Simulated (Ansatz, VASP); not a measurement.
**CdS3 in VASP and in Ansatz**

```
CELL_PARAMETERS angstrom
6.93562 0.00000 0.00000
-3.46781 6.00642 0.00000
0.00000 0.00000 6.73007
ATOMIC_POSITIONS crystal
Cd 0.33333 0.66667 0.75000
Cd 0.66667 0.33333 0.25000
S 0.23256 0.46512 0.25000
S 0.53488 0.76744 0.25000
S 0.23256 0.76744 0.25000
S 0.76744 0.53488 0.75000
S 0.46512 0.23256 0.75000
S 0.76744 0.23256 0.75000
```

Change from the starting cell: species swapped into the Ce3Ga type (P6_3/mmc, No. 194).

Alike in both runs: functional PBE; k mesh 6 × 6 × 4; occupations gaussian, width 0.02 eV; no spin polarisation.

Ansatz relaxed the structure, and its values are those at the end. VASP's run is a single point on that final structure, the one shown.

|  | VASP | Ansatz |
| --- | --- | --- |
| version | VASP 6.6.1 | Ansatz 0.2.0 |
| potentials or method | VASP PAW PBE potentials, release 64 (Cd, S), cutoff 500 eV | scalar-relativistic, plane waves, PAW |
| valence electrons in the cell | 60 | 76 |

|  | VASP | Ansatz | Ansatz less VASP |
| --- | --- | --- | --- |
| gap on the k mesh at the Fermi level (eV) | 0.95 | 0.94 | -0.009 |
| least direct gap on the mesh (eV) | 1.38 | 1.38 | -0.002 |
| pressure (GPa) | -0.3 | 0.0 | +0.27 |
| rms of the force components (eV/Å) | 0.104 | 0.000 | -0.1038 |

VASP's potentials hold 60 valence electrons a cell and Ansatz's 76, so a difference there can come from the potentials and not from the codes.
